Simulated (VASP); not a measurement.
# WC (P-6m2) in VASP: single point with PBE

Aim: the single point of WC with PBE.

Everything below comes from runs of VASP 6.6.1. Logs are shortened: lines on timing, memory, paths and dates and some standing lists are left out, and cuts for length are marked.

### Step 1. The cell of the first run

The structure is hexagonal, space group P-6m2 (No. 187). The conventional cell has a = 2.923 Å, b = 2.923 Å, c = 2.846 Å, α = 90.00°, β = 90.00°, γ = 120.00°. W (site symmetry -6m2) has 6 C at 2.21 Å and 8 W at 2.85 to 2.92 Å within 3.0 Å. Within 3.0 Å of C (site symmetry -6m2) lie 6 W at 2.21 Å and 8 C at 2.85 to 2.92 Å.

### Step 2. Single point, PBE

INCAR reads:

```
SYSTEM = WC
PREC = Accurate
ENCUT = 600
EDIFF = 1E-6
ISMEAR = 0
SIGMA = 0.1
LREAL = .False.
LASPH = .True.
NELM = 120
ALGO = Normal
ISIF = 2
LWAVE = .False.
LCHARG = .False.
GGA = PE
NBANDS = 16
GGA_COMPAT = .False.
```

KPOINTS reads:

```
Automatic mesh
0
Gamma
  9 9 8
  0 0 0
```

POSCAR reads:

```
WC
1.0
    2.9225169291      0.0000000000      0.0000000000
   -1.4612584645      2.5309739036      0.0000000000
    0.0000000000      0.0000000000      2.8461543301
W C
1 1
Direct
    0.0000000000      0.0000000000      0.0000000000
    0.6666666667      0.3333333333      0.5000000000
```

Potentials or basis: VASP PAW PBE potentials, release 64 (W_sv, C).

Started as:

```bash
cat potpaw_PBE.64/W_sv/POTCAR potpaw_PBE.64/C/POTCAR > POTCAR
mpirun -np 1 vasp_std > vasp.out
```

OUTCAR:

```text
SYSTEM = WC
   PREC = Accurate
   ENCUT = 600
   EDIFF = 1E-6
   ISMEAR = 0
   LREAL = .False.
   LASPH = .True.
   NELM = 120
   ISIF = 2
   GGA = PE

 ion  position               nearest neighbor table
   1  0.000  0.000  0.000-   2 2.21   2 2.21   2 2.21   2 2.21   2 2.21   2 2.21
   2  0.667  0.333  0.500-   1 2.21   1 2.21   1 2.21   1 2.21   1 2.21   1 2.21

  LATTYP: Found a hexagonal cell.
 ALAT       =     2.9225169291
 C/A-ratio  =     0.9738709473

  Lattice vectors:

 A1 = (   2.9225169291,   0.0000000000,   0.0000000000)
 A2 = (  -1.4612584645,   2.5309739036,   0.0000000000)
 A3 = (   0.0000000000,   0.0000000000,   2.8461543301)

Analysis of symmetry for initial positions (statically):
=====================================================================
 Subroutine PRICEL returns:
 Original cell was already a primitive cell.

 Routine SETGRP: Setting up the symmetry group for a
 hexagonal supercell.

 Subroutine GETGRP returns: Found 12 space group operations
 (whereof 12 operations were pure point group operations)
 out of a pool of 24 trial point group operations.

The static configuration has the point symmetry D_3h.

Analysis of symmetry for dynamics (positions and initial velocities):
=====================================================================
 Subroutine PRICEL returns:
 Original cell was already a primitive cell.

 Routine SETGRP: Setting up the symmetry group for a
 hexagonal supercell.

 Subroutine GETGRP returns: Found 12 space group operations
 (whereof 12 operations were pure point group operations)
 out of a pool of 24 trial point group operations.

The dynamic configuration has the point symmetry D_3h.

 Subroutine INISYM returns: Found 12 space group operations
 (whereof 12 operations are pure point group operations),
 and found     1 'primitive' translations

----------------------------------------------------------------------------------------

                                     Primitive cell

  volume of cell :      21.0525

  direct lattice vectors                    reciprocal lattice vectors
     2.922516929  0.000000000  0.000000000     0.342170815  0.197552412  0.000000000
    -1.461258464  2.530973904  0.000000000     0.000000000  0.395104825  0.000000000
     0.000000000  0.000000000  2.846154330     0.000000000  0.000000000  0.351351292

  length of vectors
     2.922516929  2.922516929  2.846154330     0.395104824  0.395104825  0.351351292

  position of ions in fractional coordinates (direct lattice)
     0.000000000  0.000000000  0.000000000
     0.666666667  0.333333333  0.500000000

  ion indices of the primitive-cell ions
   primitive index   ion index
                 1           1
                 2           2

----------------------------------------------------------------------------------------

 KPOINTS: Automatic mesh

Automatic generation of k-mesh.
 Grid dimensions read from file:
 generate k-points for:    9    9    8

 Generating k-lattice:

  Cartesian coordinates                     Fractional coordinates (reciprocal lattice)
     0.038018979  0.021950268  0.000000000     0.111111111 -0.000000000  0.000000000
     0.000000000  0.043900536  0.000000000     0.000000000  0.111111111  0.000000000
     0.000000000  0.000000000  0.043918911     0.000000000  0.000000000  0.125000000

  Length of vectors
     0.043900536  0.043900536  0.043918911

  Shift w.r.t. Gamma in fractional coordinates (k-lattice)
     0.000000000  0.000000000  0.000000000

 Subroutine IBZKPT returns following result:
 ===========================================

 Found     60 irreducible k-points:

 Following reciprocal coordinates:
            Coordinates               Weight
  0.000000  0.000000  0.000000      1.000000
  0.111111 -0.000000  0.000000      6.000000
  0.222222 -0.000000  0.000000      6.000000
  0.333333  0.000000  0.000000      6.000000
  0.444444 -0.000000  0.000000      6.000000
  0.111111  0.111111  0.000000      6.000000
[... 16 lines left out ...]
  0.333333  0.222222  0.125000     24.000000
  0.333333  0.333333  0.125000      4.000000
 [... further k-points ...]
   k-points           NKPTS =     60   k-points in BZ     NKDIM =     60   number of bands    NBANDS=     16
   number of dos      NEDOS =    301   number of ions     NIONS =      2
   total plane-waves  NPLWV =  13824
   dimension x,y,z NGX =    24 NGY =   24 NGZ =   24
   dimension x,y,z NGXF=    48 NGYF=   48 NGZF=   48
   ions per type =               1   1
   NGX,Y,Z   is equivalent  to a cutoff of  13.65, 13.65, 14.02 a.u.
   NGXF,Y,Z  is equivalent  to a cutoff of  27.30, 27.30, 28.04 a.u.
 SYSTEM =  WC
   PREC   = accura    normal or accurate (medium, high low for compatibility)
   ISTART =      0    job   : 0-new  1-cont  2-samecut
   ICHARG =      2    charge: 1-file 2-atom 10-const
   ISPIN  =      1    spin polarized calculation?
   LNONCOLLINEAR =      F non collinear calculations
   LSORBIT =      F    spin-orbit coupling
   LASPH  =      T    aspherical Exc in radial PAW
   ENCUT  =  600.0 eV  44.10 Ry    6.64 a.u.   5.84  5.84  5.68*2*pi/ulx,y,z
   NELM   =    120;   NELMIN=  2; NELMDL= -5     # of ELM steps
   EDIFF  = 0.1E-05   stopping-criterion for ELM
   LREAL  =      F    real-space projection
   EDIFFG = 0.1E-04   stopping-criterion for IOM
   NSW    =      0    number of steps for IOM
   IBRION =     -1    ionic relax: 0-MD 1-quasi-New 2-CG
   NFREE  =      0    steps in history (QN), initial steepest desc. (CG)
   ISIF   =      2    stress and relaxation
   ISYM   =      2    0-nonsym 1-usesym 2-fastsym
   POTIM  = 0.5000    time-step for ionic-motion
   TEBEG  =    0.0;   TEEND  =   0.0 temperature during run
   PSTRESS=    0.0 pullay stress
   NELECT =      18.0000    total number of electrons
   NUPDOWN=      -1.0000    fix difference up-down
   EMIN   =  10.00;   EMAX   =-10.00  energy-range for DOS
   EFERMI =   0.00;   METHOD = LEGACY
   ISMEAR =     0;   SIGMA  =   0.10  broadening in eV -4-tet -1-fermi 0-gaus
   EFERMI_NEDOS =   21; number of points for ismear=-14 and -15
   IALGO  =     38    algorithm
   IMIX   =      4    mixing-type and parameters
     AMIX     =   0.40;   BMIX     =  1.00
     AMIX_MAG =   1.60;   BMIX_MAG =  1.00
  volume/ion in A,a.u.               =      10.53        71.03
  Fermi-wavevector in a.u.,A,eV,Ry     =   1.553810  2.936275 32.848899  2.414326
  Thomas-Fermi vector in A             =   2.657987
   LORBIT       =      0    0 simple, 1 ext, 2 COOP (PROOUT), +10 PAW based schemes
   GGA     = PE    functional components
   LHFCALC =     F    Hartree Fock is set to
   AEXX    =    0.0000 exact exchange contribution
   IVDW    =     0    specifies the selected vdW correction
   LEPSILON=     F    determine dielectric tensor
   LRPA    =     F    only Hartree local field effects (RPA)
 non-spin polarized calculation
 Gauss-broadening in eV      SIGMA  =   0.10
  energy-cutoff  :      600.00
  volume of cell :       21.05
 maximum number of plane-waves:       720
 NGX is ok and might be reduce to    24
   NGX = 11   NGY = 11   NGZ = 11

 number of electron      18.0000000 magnetization

 Free energy of the ion-electron system (eV)
  ---------------------------------------------------
  ext. energy  EPLUGINS =         0.00000000
  ---------------------------------------------------
  free energy    TOTEN  =       -22.45074009 eV

  energy without entropy =      -22.44829366  energy(sigma->0) =      -22.44951688

 E-fermi :  10.8589     XC(G=0): -13.7198

 val. band max:       10.7966093468   @ k =   0.1111  -0.0000   0.3750
 cond. band min:      10.8611635221   @ k =   0.4444  -0.0000   0.5000
 fundamental gap:      0.0645541753
 Fermi energy:        10.8589367450

 k-point     1 :       0.0000    0.0000    0.0000
  band No.  band energies     occupation
      1     -63.1519      2.00000
      2     -27.1373      2.00000
      3     -27.0347      2.00000
      4     -27.0347      2.00000
      5      -3.4733      2.00000
      6       6.6461      2.00000
[... 8 lines left out ...]
     15      25.0901      0.00000
     16      27.4594      0.00000

 k-point     2 :       0.1111   -0.0000    0.0000
  band No.  band energies     occupation
      1     -63.1456      2.00000
      2     -27.1290      2.00000
      3     -27.1252      2.00000
      4     -27.0562      2.00000
      5      -3.1602      2.00000
      6       6.6371      2.00000
[... 8 lines left out ...]
     15      24.6059      0.00000
     16      28.1158      0.00000

 k-point     3 :       0.2222   -0.0000    0.0000
  band No.  band energies     occupation
      1     -63.1296      2.00000
      2     -27.3619      2.00000
      3     -27.1100      2.00000
      4     -27.0945      2.00000
      5      -2.3150      2.00000
      6       5.7053      2.00000
[... 8 lines left out ...]
     15      24.5903      0.00000
     16      29.0905      0.00000

 k-point     4 :       0.3333    0.0000    0.0000
  band No.  band energies     occupation
      1     -63.1115      2.00000
      2     -27.6175      2.00000
      3     -27.1705      2.00000
      4     -27.0593      2.00000
      5      -1.2085      2.00000
      6       4.6612      2.00000
[... 8 lines left out ...]
     15      25.6339      0.00000
     16      27.3942      0.00000
[... 324 lines left out ...]
 k-point    22 :       0.2222    0.2222    0.1250
  band No.  band energies     occupation
      1     -63.0979      2.00000
      2     -27.6159      2.00000
      3     -27.2890      2.00000
      4     -27.1447      2.00000
      5      -0.4683      2.00000
      6       4.7966      2.00000
[... 8 lines left out ...]
     15      25.0694      0.00000
     16      27.2495      0.00000

 k-point    23 :       0.3333    0.2222    0.1250
  band No.  band energies     occupation
      1     -63.0888      2.00000
      2     -27.6726      2.00000
      3     -27.3886      2.00000
      4     -27.1256      2.00000
      5       0.2144      2.00000
      6       4.5418      2.00000
[... 8 lines left out ...]
     15      24.7730      0.00000
     16      27.6066      0.00000

 k-point    24 :       0.3333    0.3333    0.1250
  band No.  band energies     occupation
      1     -63.0857      2.00000
      2     -27.5839      2.00000
      3     -27.5339      2.00000
      4     -27.1189      2.00000
      5       0.4786      2.00000
      6       4.9470      2.00000
[... 8 lines left out ...]
     15      25.6941      0.00000
     16      26.4799      0.00000

 [... further k-points ...]

------------------------ aborting loop because EDIFF is reached ----------------------------------------

  FORCE on cell =-STRESS in cart. coord.  units (eV):
  Direction    XX          YY          ZZ          XY          YZ          ZX
  --------------------------------------------------------------------------------------
  -------------------------------------------------------------------------------------
  Total        0.1232142      0.1232142      0.1591586      0.0000000      0.0000000      0.0000000
  in kB        9.3770951      9.3770951     12.1126072      0.0000000      0.0000000      0.0000000
  external PRESSURE =      10.2889324 kB  Pullay stress =       0.0000000 kB

 VOLUME and BASIS-vectors are now :
 -----------------------------------------------------------------------------
  energy-cutoff  :      600.00
  volume of cell :       21.05
      direct lattice vectors                 reciprocal lattice vectors
     2.922516929  0.000000000  0.000000000     0.342170815  0.197552412  0.000000000
    -1.461258464  2.530973904  0.000000000     0.000000000  0.395104825  0.000000000
     0.000000000  0.000000000  2.846154330     0.000000000  0.000000000  0.351351292

 POSITION                                       TOTAL-FORCE (eV/Angst)
 -----------------------------------------------------------------------------------
      0.00000      0.00000      0.00000         0.000000      0.000000      0.000000
      1.46126      0.84366      1.42308         0.000000     -0.000000      0.000000
 -----------------------------------------------------------------------------------
    total drift:                                0.000000     -0.000000      0.000000

  FREE ENERGIE OF THE ION-ELECTRON SYSTEM (eV)
  ---------------------------------------------------
  free  energy   TOTEN  =       -22.4507400936 eV

  energy  without entropy=      -22.4482936649  energy(sigma->0) =      -22.44951688
```

It took 36 s on 1 thread of AMD EPYC 7R43 (Zen 3), shared host; peak memory 0.12 GiB.

What came out:

| Property | Result |
| --- | --- |
| Free energy | -22.4507 eV |
| Pressure | 1.0 GPa |
| Band gap on the k mesh | zero (bands 9 and 10 overlap by 1.19 eV) |

Caveat: spin-orbit coupling is left out, which moves the levels of the heavy elements.

The gap in the log of VASP goes by the Fermi energy; the results here count the filled bands.